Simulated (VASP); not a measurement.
Set up this calculation in VASP 6.6.1, as the native input.

- Task: single point
- Functional: LDA
- Potentials or basis: VASP PAW LDA potentials, release 64 (C, O)
- Cutoff: 520 eV
- k mesh: 6 × 6 × 4
- Occupations: gaussian, width 0.1 eV
- Spin: no spin polarisation
- Dipole correction: no
- Further INCAR settings: ALGO = Normal; EDIFF = 1e-06; NBANDS = 25

The structure of CO2 lies in POSCAR:

```
CO2
1.0
    2.6359112300     -2.3873781200      0.0000000000
    2.6359112300      2.3873781200      0.0000000000
    0.0000000000      0.0000000000      6.5871749100
C O
2 4
Direct
    0.0000000000      0.0000000000      0.0000000000
    0.5000000000      0.5000000000      0.5000000000
    0.8065085700      0.1934914300      0.8918433900
    0.1934914300      0.8065085700      0.1081566100
    0.6934914300      0.3065085700      0.3918433900
    0.3065085700      0.6934914300      0.6081566100
```

The input as run:

INCAR

```
SYSTEM = CO2
PREC = Accurate ; ENCUT = 520
EDIFF = 1E-6 ; ISMEAR = 0
SIGMA = 0.1 ; LREAL = .False.
LASPH = .True. ; NELM = 60
ALGO = Normal ; ISIF = 2
LWAVE = .False. ; LCHARG = .True.
LELF = .True. ; LVHAR = .True.
NBANDS = 25
```

KPOINTS

```
Automatic mesh
0
Gamma
  6 6 4
  0 0 0
```

Potentials or basis: VASP PAW LDA potentials, release 64 (C, O).

Launch:

```bash
$ cat potpaw_LDA.64/C/POTCAR potpaw_LDA.64/O/POTCAR > POTCAR
$ mpirun -np 1 vasp_std > vasp.out
```

It gave:

| Item | Value |
| --- | --- |
| Pressure | -0.8 GPa |
| Largest force | 0.196 eV/Å |
| Band gap on the k mesh | 6.30 eV, indirect (least direct gap 6.88 eV) |

Wall time 85 s on 1 thread of Intel Xeon 6975P-C, on a shared host, peak memory 0.19 GiB.
